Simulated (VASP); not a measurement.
# Ca (Fm-3m) in VASP: further runs, part 2 of 2

VASP 6.6.1.

### Step 3. Single point, r2SCAN

This run uses another cell than the first one, of 41.87 Å³/atom, 0.964 times its volume.

Input file POSCAR:

```
Ca
1.0
    0.0000000000      2.7559684124      2.7559684124
    2.7559684124      0.0000000000      2.7559684124
    2.7559684124      2.7559684124      0.0000000000
Ca
1
Direct
    0.0000000000      0.0000000000      0.0000000000
```

Input file INCAR.step1:

```
PREC = Accurate
ENCUT = 520
ISMEAR = 0
SIGMA = 0.05
LREAL = F
LASPH = T
NELM = 100
NBANDS = 11
GGA = PE
ALGO = Normal
EDIFF = 1E-4
LWAVE = T
LCHARG = F
```

Input file INCAR.step2:

```
PREC = Accurate
ENCUT = 520
EDIFF = 1E-6
ISMEAR = 0
SIGMA = 0.05
LREAL = F
LASPH = T
NELM = 100
ALGO = Normal
ISIF = 2
LWAVE = F
LCHARG = F
METAGGA = R2SCAN
LMIXTAU = T
NBANDS = 11
ISTART = 1
```

Input file KPOINTS:

```
Automatic mesh
0
Gamma
  14 14 14
```

Potentials or basis: VASP PAW PBE potentials, release 64 (Ca_sv).

On the command line:

```
$ cat potpaw_PBE.64/Ca_sv/POTCAR > POTCAR
$ cp INCAR.step1 INCAR
$ mpirun -np 1 vasp_std > vasp.out
$ cp INCAR.step2 INCAR
$ mpirun -np 1 vasp_std > vasp.out
```

OUTCAR:

```text
PREC = Accurate
   ENCUT = 520
   EDIFF = 1E-6
   ISMEAR = 0
   LREAL = F
   LASPH = T
   NELM = 100
   ISIF = 2
   METAGGA = R2SCAN
   ISTART = 1

 ion  position               nearest neighbor table
   1  0.000  0.000  0.000-

  LATTYP: Found a face centered cubic cell.
 ALAT       =     5.5119368248

  Lattice vectors:

 A1 = (   0.0000000000,   2.7559684124,   2.7559684124)
 A2 = (   2.7559684124,   0.0000000000,   2.7559684124)
 A3 = (   2.7559684124,   2.7559684124,   0.0000000000)

Analysis of symmetry for initial positions (statically):
=====================================================================
 Subroutine PRICEL returns:
 Original cell was already a primitive cell.

 Routine SETGRP: Setting up the symmetry group for a
 face centered cubic supercell.

 Subroutine GETGRP returns: Found 48 space group operations
 (whereof 48 operations were pure point group operations)
 out of a pool of 48 trial point group operations.

The static configuration has the point symmetry O_h .

Analysis of symmetry for dynamics (positions and initial velocities):
[... 164 lines left out ...]

 k-point     1 :       0.0000    0.0000    0.0000
  band No.  band energies     occupation
      1     -41.7302      2.00000
      2     -21.7572      2.00000
      3     -21.7572      2.00000
      4     -21.7571      2.00000
      5      -2.2744      2.00000
      6       4.7466      0.00000
      7       4.7466      0.00000
      8       4.7466      0.00000
      9       5.8871      0.00000
     10       5.8871      0.00000
     11      11.6657      0.00000
[... 309 lines left out ...]
 k-point    24 :       0.2857    0.1429    0.0000
  band No.  band energies     occupation
      1     -41.7213      2.00000
      2     -21.8323      2.00000
      3     -21.7777      2.00000
      4     -21.7761      2.00000
      5      -0.9801      2.00000
      6       3.6452      0.00000
      7       4.6764      0.00000
      8       5.0644      0.00000
      9       5.5276      0.00000
     10       6.2026      0.00000
     11      10.3701      0.00000

 [... further k-points ...]

------------------------ aborting loop because EDIFF is reached ----------------------------------------

  FORCE on cell =-STRESS in cart. coord.  units (eV):
  Direction    XX          YY          ZZ          XY          YZ          ZX
  --------------------------------------------------------------------------------------
  -------------------------------------------------------------------------------------
  Total        0.1689150      0.1689150      0.1689150      0.0000000      0.0000000     -0.0000000
  in kB        6.4643675      6.4643675      6.4643675      0.0000000      0.0000000     -0.0000000
  external PRESSURE =       6.4643675 kB  Pullay stress =       0.0000000 kB

 VOLUME and BASIS-vectors are now :
 -----------------------------------------------------------------------------
  energy-cutoff  :      520.00
  volume of cell :       41.87
      direct lattice vectors                 reciprocal lattice vectors
     0.000000000  2.755968412  2.755968412    -0.181424431  0.181424431  0.181424431
     2.755968412  0.000000000  2.755968412     0.181424431 -0.181424431  0.181424431
     2.755968412  2.755968412  0.000000000     0.181424431  0.181424431 -0.181424431

 POSITION                                       TOTAL-FORCE (eV/Angst)
 -----------------------------------------------------------------------------------
      0.00000      0.00000      0.00000         0.000000      0.000000      0.000000
 -----------------------------------------------------------------------------------
    total drift:                               -0.000000     -0.000000      0.000000

  FREE ENERGIE OF THE ION-ELECTRON SYSTEM (eV)
  ---------------------------------------------------
  free  energy   TOTEN  =        -7.0293902547 eV

  energy  without entropy=       -7.0275608768  energy(sigma->0) =       -7.02847557
```

OUTCAR.step1:

```text
PREC = Accurate
   ENCUT = 520
   ISMEAR = 0
   LREAL = F
   LASPH = T
[... 552 lines left out ...]

 POSITION                                       TOTAL-FORCE (eV/Angst)
 -----------------------------------------------------------------------------------
      0.00000      0.00000      0.00000        -0.000000      0.000000      0.000000
 -----------------------------------------------------------------------------------
    total drift:                               -0.000000     -0.000000      0.000000

  FREE ENERGIE OF THE ION-ELECTRON SYSTEM (eV)
  ---------------------------------------------------
  free  energy   TOTEN  =        -1.9302671801 eV

  energy  without entropy=       -1.9282024474  energy(sigma->0) =       -1.92923481
```

It took 76 s on 1 thread of Intel Xeon 6975P-C (Granite Rapids), shared host; peak memory 0.2 GiB.

What came out:

```
Free energy            : -7.0294 eV
Pressure               : 0.6 GPa
Band gap on the k mesh : zero (band 5 reaches 2.23 eV, above the bottom of band 6 at 1.75 eV)
```

Levels at points of the mesh, in eV from the Fermi level:
```csv
k point,band 2,band 3,band 4,band 5,band 6,band 7,band 8,band 9
"(0.00, 0.00, 0.00)",-23.77,-23.77,-23.77,-4.29,2.73,2.73,2.73,3.87
"(0.50, 0.00, 0.00)",-23.92,-23.79,-23.79,-0.94,-0.26,2.59,2.59,4.60
"(0.50, 0.50, 0.00)",-23.91,-23.83,-23.83,-0.40,0.77,0.97,4.59,4.80
```

Caveat: the PAW data sets were made with another functional, which shifts forces and pressure a little.

### Step 4. Single point, r2SCAN

This run uses another cell than the first one, of 41.87 Å³/atom, 0.964 times its volume.

Input file POSCAR:

```
Ca
1.0
    0.0000000000      2.7559683226      2.7559683226
    2.7559683226      0.0000000000      2.7559683226
    2.7559683226      2.7559683226      0.0000000000
Ca
1
Direct
    0.0000000000      0.0000000000      0.0000000000
```

INCAR.step1 is that of step 3.

INCAR.step2 is that of step 3.

KPOINTS is that of step 3.

Potentials or basis: VASP PAW PBE potentials, release 64 (Ca_sv).

On the command line:

```
$ cat potpaw_PBE.64/Ca_sv/POTCAR > POTCAR
$ cp INCAR.step1 INCAR
$ mpirun -np 1 vasp_std > vasp.out
$ cp INCAR.step2 INCAR
$ mpirun -np 1 vasp_std > vasp.out
```

OUTCAR:

```text
PREC = Accurate
   ENCUT = 520
   EDIFF = 1E-6
   ISMEAR = 0
   LREAL = F
   LASPH = T
   NELM = 100
   ISIF = 2
   METAGGA = R2SCAN
   ISTART = 1

 ion  position               nearest neighbor table
   1  0.000  0.000  0.000-

  LATTYP: Found a face centered cubic cell.
 ALAT       =     5.5119366452

  Lattice vectors:

 A1 = (   0.0000000000,   2.7559683226,   2.7559683226)
 A2 = (   2.7559683226,   0.0000000000,   2.7559683226)
 A3 = (   2.7559683226,   2.7559683226,   0.0000000000)

Analysis of symmetry for initial positions (statically):
=====================================================================
 Subroutine PRICEL returns:
 Original cell was already a primitive cell.

 Routine SETGRP: Setting up the symmetry group for a
 face centered cubic supercell.

 Subroutine GETGRP returns: Found 48 space group operations
 (whereof 48 operations were pure point group operations)
 out of a pool of 48 trial point group operations.

The static configuration has the point symmetry O_h .

Analysis of symmetry for dynamics (positions and initial velocities):
=====================================================================
 Subroutine PRICEL returns:
 Original cell was already a primitive cell.

 Routine SETGRP: Setting up the symmetry group for a
 face centered cubic supercell.

 Subroutine GETGRP returns: Found 48 space group operations
 (whereof 48 operations were pure point group operations)
 out of a pool of 48 trial point group operations.

The dynamic configuration has the point symmetry O_h .

 Subroutine INISYM returns: Found 48 space group operations
 (whereof 48 operations are pure point group operations),
 and found     1 'primitive' translations

----------------------------------------------------------------------------------------

[... 114 lines left out ...]
   LORBIT       =      0    0 simple, 1 ext, 2 COOP (PROOUT), +10 PAW based schemes
   METAGGA = R2SCAN    functional components
   LHFCALC =     F    Hartree Fock is set to
   AEXX    =    0.0000 exact exchange contribution
   IVDW    =     0    specifies the selected vdW correction
   LEPSILON=     F    determine dielectric tensor
   LRPA    =     F    only Hartree local field effects (RPA)
 non-spin polarized calculation
 Gauss-broadening in eV      SIGMA  =   0.05
  energy-cutoff  :      520.00
  volume of cell :       41.87
 maximum number of plane-waves:      1158
 NGX is ok and might be reduce to    30
   NGX = 15   NGY = 15   NGZ = 15

 number of electron      10.0000001 magnetization

 Free energy of the ion-electron system (eV)
  ---------------------------------------------------
  ext. energy  EPLUGINS =         0.00000000
  ---------------------------------------------------
  free energy    TOTEN  =        -7.02939024 eV

  energy without entropy =       -7.02756086  energy(sigma->0) =       -7.02847555

 E-fermi :   2.0136     XC(G=0):  -8.2467

 val. band max:        1.9820487034   @ k =  -0.4286   0.2143   0.0714
 cond. band min:       2.0193489884   @ k =  -0.3571   0.4286   0.1429
 fundamental gap:      0.0373002850
 Fermi energy:         2.0135624913

 k-point     1 :       0.0000    0.0000    0.0000
  band No.  band energies     occupation
      1     -41.7302      2.00000
      2     -21.7572      2.00000
      3     -21.7572      2.00000
      4     -21.7571      2.00000
      5      -2.2744      2.00000
      6       4.7466      0.00000
      7       4.7466      0.00000
      8       4.7466      0.00000
      9       5.8871      0.00000
     10       5.8871      0.00000
     11      11.6657      0.00000
[... 309 lines left out ...]
 k-point    24 :       0.2857    0.1429    0.0000
  band No.  band energies     occupation
      1     -41.7213      2.00000
      2     -21.8323      2.00000
      3     -21.7777      2.00000
      4     -21.7761      2.00000
      5      -0.9801      2.00000
      6       3.6452      0.00000
      7       4.6764      0.00000
      8       5.0644      0.00000
      9       5.5276      0.00000
     10       6.2026      0.00000
     11      10.3701      0.00000

 [... further k-points ...]

------------------------ aborting loop because EDIFF is reached ----------------------------------------

  FORCE on cell =-STRESS in cart. coord.  units (eV):
  Direction    XX          YY          ZZ          XY          YZ          ZX
  --------------------------------------------------------------------------------------
  -------------------------------------------------------------------------------------
  Total        0.1689155      0.1689155      0.1689155      0.0000000      0.0000000      0.0000000
  in kB        6.4643866      6.4643866      6.4643866      0.0000000      0.0000000      0.0000000
  external PRESSURE =       6.4643866 kB  Pullay stress =       0.0000000 kB

 VOLUME and BASIS-vectors are now :
 -----------------------------------------------------------------------------
  energy-cutoff  :      520.00
  volume of cell :       41.87
      direct lattice vectors                 reciprocal lattice vectors
     0.000000000  2.755968323  2.755968323    -0.181424437  0.181424437  0.181424437
     2.755968323  0.000000000  2.755968323     0.181424437 -0.181424437  0.181424437
     2.755968323  2.755968323  0.000000000     0.181424437  0.181424437 -0.181424437

 POSITION                                       TOTAL-FORCE (eV/Angst)
 -----------------------------------------------------------------------------------
      0.00000      0.00000      0.00000         0.000000      0.000000     -0.000000
 -----------------------------------------------------------------------------------
    total drift:                               -0.000000     -0.000000      0.000000

  FREE ENERGIE OF THE ION-ELECTRON SYSTEM (eV)
  ---------------------------------------------------
  free  energy   TOTEN  =        -7.0293902381 eV

  energy  without entropy=       -7.0275608595  energy(sigma->0) =       -7.02847555
```

OSZICAR.step1:

```text
N       E                     dE             d eps       ncg     rms          rms(c)
DAV:   1     0.653366449008E+02    0.65337E+02   -0.49355E+03  2288   0.817E+02
DAV:   2    -0.419007445029E+00   -0.65756E+02   -0.65152E+02  2534   0.208E+02
DAV:   3    -0.186544578320E+01   -0.14464E+01   -0.14329E+01  3240   0.301E+01
DAV:   4    -0.193981377072E+01   -0.74368E-01   -0.74085E-01  3074   0.545E+00
DAV:   5    -0.194109724754E+01   -0.12835E-02   -0.12831E-02  3165   0.625E-01    0.219E+00
DAV:   6    -0.193301764759E+01    0.80796E-02   -0.10929E-02  2854   0.114E+00    0.134E+00
DAV:   7    -0.193068628909E+01    0.23314E-02   -0.16557E-02  2656   0.150E+00    0.103E-01
DAV:   8    -0.193025686264E+01    0.42943E-03   -0.19175E-03  2724   0.414E-01    0.219E-02
DAV:   9    -0.193026717632E+01   -0.10314E-04   -0.84523E-05  2404   0.798E-02
   1 F= -.19302672E+01 E0= -.19292348E+01  d E =-.206473E-02
```

Wall time 2.1 min (1 thread of Intel Xeon Platinum 8375C at 2.90GHz (Ice Lake), shared host); peak memory 0.2 GiB.

What came out:

- Free energy: -7.0294 eV
- Pressure: 0.6 GPa
- Band gap on the k mesh: zero (band 5 reaches 2.23 eV, above the bottom of band 6 at 1.75 eV)

Caveat: the PAW data sets were made with another functional, which shifts forces and pressure a little.
